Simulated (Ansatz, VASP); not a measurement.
# Two plane-wave programs on SiC

```
Si C
1.0
     3.07536   -0.02629    0.00000
    -1.56045    2.67648    0.00000
     0.00000    0.00000    5.04811
Si C
2 2
Direct
  0.33355 0.66667 0.49960
  0.66645 0.33333 0.99960
  0.33576 0.66673 0.87540
  0.66424 0.33327 0.37540
```

Change from the starting cell: shear_xy strain -1.7%.

Alike in both runs: task single point; functional PBE; k mesh 12 × 12 × 6; occupations fermi-dirac, width 0.02 eV; no spin polarisation.

|  | VASP | Ansatz |
| --- | --- | --- |
| version | VASP 6.6.1 | Ansatz 0.2.0 |
| potentials or method | VASP PAW PBE potentials, release 64 (Si, C) | plane waves, PAW |
| plane-wave cutoff (eV) | 520 | 420 |
| valence electrons in the cell | 16 | 16 |

Ansatz gave:

```
gap on the k mesh at the Fermi level (eV)                     : 2.20
pressure (GPa)                                                : 3.5
traceless stress, the component that is largest in VASP (GPa) : 3.44
rms of the force components (eV/Å)                            : 0.006
```

Task: What did VASP give for the same quantities?

Result: gap on the k mesh at the Fermi level (eV): 2.20; pressure (GPa): 3.5; traceless stress, the component that is largest in VASP (GPa): 3.45; rms of the force components (eV/Å): 0.006.

Atom by atom the forces differ by 0.000 eV/Å (rms over components). With one functional, cell and mesh, what is left measures potentials, basis and numerics.
